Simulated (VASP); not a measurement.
Wanted: the native input for a VASP 6.6.1 run.

| Property | Result |
| --- | --- |
| Task | single point |
| Functional | LDA |
| Potentials or basis | VASP PAW LDA potentials, release 64 (Si, W_sv) |
| Cutoff | 520 eV |
| k mesh | 20 × 20 × 20 |
| Occupations | gaussian, width 0.15 eV |
| Spin | no spin polarisation |
| Dipole correction | no |
| Further INCAR settings | ALGO = Normal; EDIFF = 1e-06; NBANDS = 18 |

The structure of Si2W lies in POSCAR:

```
Si2W
1.0
   -1.4877893758      1.4877893758      4.0981158357
    1.4877893758     -1.4877893758      4.0981158357
    1.4877893758      1.4877893758     -4.0981158357
Si W
2 1
Direct
    0.3346644983      0.3346644983      0.0000000000
    0.6653355017      0.6653355017      0.0000000000
    0.0000000000      0.0000000000      0.0000000000
```

These files were run (other wordings do the same):

INCAR

```
SYSTEM = Si2W
ALGO = Normal
EDIFF = 1E-6
ENCUT = 520
ISIF = 2
ISMEAR = 0
LASPH = .True.
LCHARG = .True.
LELF = .True.
LREAL = .False.
LVHAR = .True.
LWAVE = .False.
NBANDS = 18
NELM = 80
PREC = Accurate
SIGMA = 0.15
```

KPOINTS

```
k-points
0
Gamma
  20 20 20
  0 0 0
```

Potentials or basis: VASP PAW LDA potentials, release 64 (Si, W_sv).

The run is started by

```bash
$ cat potpaw_LDA.64/Si/POTCAR potpaw_LDA.64/W_sv/POTCAR > POTCAR
$ mpirun -np 1 vasp_std > vasp.out
```

It gave:

* Pressure: 25.4 GPa
* Largest force: 0.288 eV/Å
* Band gap on the k mesh: zero (bands 11 and 12 overlap by 1.96 eV)

Caveat: the stress differs along the axes, from -7 to 42 GPa; spin-orbit coupling is left out, which moves the levels of the heavy elements.

Wall time 5.7 min on 1 thread of AMD EPYC 9R45 96-Core Processor (Zen 5), with other jobs on the host, peak memory 0.47 GiB.
